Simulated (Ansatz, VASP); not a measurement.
## Mg5O: VASP beside Ansatz

```xyz
6
Lattice="0.0000 4.0303 4.0303 4.0303 0.0000 4.0303 4.0303 4.0303 0.0000" Properties=species:S:1:pos:R:3 pbc="T T T"
Mg    5.0382    5.0382    3.0224
Mg    5.0382    3.0224    5.0382
Mg    3.0224    5.0382    5.0382
Mg    3.0224    3.0224    3.0224
Mg    6.0455    6.0455    6.0455
O     0.0000    0.0000    0.0000
```

Change from the starting cell: species swapped into the ErCu5 type (F-43m, No. 216).

Alike in both runs: functional PBE; k mesh 8 × 8 × 8; occupations gaussian, width 0.1 eV; collinear spin.

Ansatz relaxed the structure, and its values are those at the end. VASP's run is a single point on that final structure, the one shown.

```csv
,VASP,Ansatz
version,VASP 6.6.1,Ansatz 0.2.0
potentials or method,"VASP PAW PBE potentials, release 64 (Mg, O), cutoff 520 eV","scalar-relativistic, plane waves, PAW"
valence electrons in the cell,16,56
```

Ansatz gave:

| Property | Result |
| --- | --- |
| gap on the k mesh at the Fermi level (eV) | none |
| pressure (GPa) | 0.0 |
| rms of the force components (eV/Å) | 0.001 |
| net moment per atom (μB) | 0.09 |
| size of the moment on the site where the two differ most (μB) | 0.29 |

Problem. Which values does VASP return?

Solution. gap on the k mesh at the Fermi level (eV): none; pressure (GPa): -0.1; rms of the force components (eV/Å): 0.004; net moment per atom (μB): 0.00; size of the moment on the site where the two differ most (μB): 0.00.

Site moments also hang on the region over which each program counts them. A gap of «none» marks a metal or a gap that the smearing closes. VASP's potentials hold 16 valence electrons a cell and Ansatz's 56, so a difference there can come from the potentials and not from the codes.
